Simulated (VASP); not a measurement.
Wanted: the native input for a VASP 6.6.1 run.

```
Task                   : relaxation of shape and atoms at fixed volume
Functional             : PBE
Potentials or basis    : VASP PAW PBE potentials, release 64 (V_sv)
Cutoff                 : 600 eV
k mesh                 : 18 × 18 × 10
Occupations            : fermi-dirac, width 0.1 eV
Spin                   : no spin polarisation
Dipole correction      : no
Further INCAR settings : ALGO = Normal; EDIFF = 1e-07; IBRION = 2; EDIFFG = -0.005; NSW = 50; ISIF = 4
```

The structure of V lies in POSCAR:

```
V
1.0
    2.0031776610      0.0000000000      0.0000000000
   -1.0015888305      1.7348027427      0.0000000000
    0.0000000000      0.0000000000      3.5913080056
V
2
Direct
    0.3333333333      0.6666666667      0.2500000000
    0.6666666667      0.3333333333      0.7500000000
```

This isn't the form of V at room conditions, which is bcc.

These files were run (other wordings do the same):

INCAR

```
PREC     = Accurate       # precision mode
ENCUT    = 600            # plane-wave cutoff, eV
EDIFF    = 1E-7           # SCF threshold, eV
ISMEAR   = -1             # smearing method
SIGMA    = 0.1            # smearing width, eV
LREAL    = F              # projectors in reciprocal space
LASPH    = T              # aspherical terms in the spheres
NELM     = 60             # most SCF steps
ALGO     = Normal         # electronic algorithm
ISIF     = 4              # what is computed and relaxed
LWAVE    = F              # write WAVECAR
LCHARG   = F              # write CHGCAR
GGA      = PE             # functional
IBRION   = 2              # ionic algorithm
NSW      = 50             # ionic steps
EDIFFG   = -0.005         # ionic threshold
```

KPOINTS

```
Automatic mesh
0
Gamma
  18 18 10
```

Potentials or basis: VASP PAW PBE potentials, release 64 (V_sv).

Run with:

```bash
$ cat potpaw_PBE.64/V_sv/POTCAR > POTCAR
$ mpirun -np 1 vasp_std > vasp.out
```

Results of the run:

```
Energy gained by relaxing : 2.3 meV/atom
Ionic steps               : 3
Pressure after relaxing   : 573.0 GPa
Band gap on the k mesh    : zero (bands 13 and 14 overlap by 4.52 eV)
```

Caveat: atoms lie so close that the PAW spheres overlap strongly, which falsifies energies and pressures.

Run time: 67 s on 1 thread of Intel(R) Xeon(R) Platinum 8259CL CPU @ 2.50GHz (Skylake/Cascade Lake) (shared host), peak memory 0.17 GiB.
